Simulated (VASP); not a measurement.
Input of a VASP 6.6.1 run:

File INCAR:

```
  ALGO = Normal
  EDIFF = 1E-7
  ENCUT = 520
  GGA = PE
  ISIF = 2
  ISMEAR = 0
  LASPH = T
  LCHARG = T
  LELF = T
  LREAL = F
  LVHAR = T
  LWAVE = F
  NBANDS = 17
  NELM = 60
  PREC = Accurate
  SIGMA = 0.1
```

Contents of KPOINTS:

```
k-points
0
Gamma
  4 4 4
```

The input POSCAR:

```
ScH5
1.0
    3.7583290900      0.0000000000      0.0000000000
    0.0000000000      3.7583290900      0.0000000000
    0.0000000000      0.0000000000      3.7583290900
Sc H
1 5
Direct
    0.5000000000      0.5000000000      0.5000000000
    0.2685177900      0.2685177900      0.2685177900
    0.7314822100      0.7314822100      0.2685177900
    0.7314822100      0.2685177900      0.7314822100
    0.2685177900      0.7314822100      0.7314822100
    0.0000000000      0.0000000000      0.0000000000
```

Potentials or basis: VASP PAW PBE potentials, release 64 (Sc_sv, H).

Command:

```console
$ cat potpaw_PBE.64/Sc_sv/POTCAR potpaw_PBE.64/H/POTCAR > POTCAR
$ mpirun -np 1 vasp_std > vasp.out
```

(1) Predict the pressure.

(2) What does it give for the band gap on the k mesh?

(3) What does it give for the largest force?

Answers

(1) 24.0 GPa.

(2) 2.26 eV, indirect (least direct gap 2.53 eV).

(3) 6.202 eV/Å.

Caveat: forces of over 1 eV/Å act on the atoms, so gaps and moduli don't describe the material at rest.
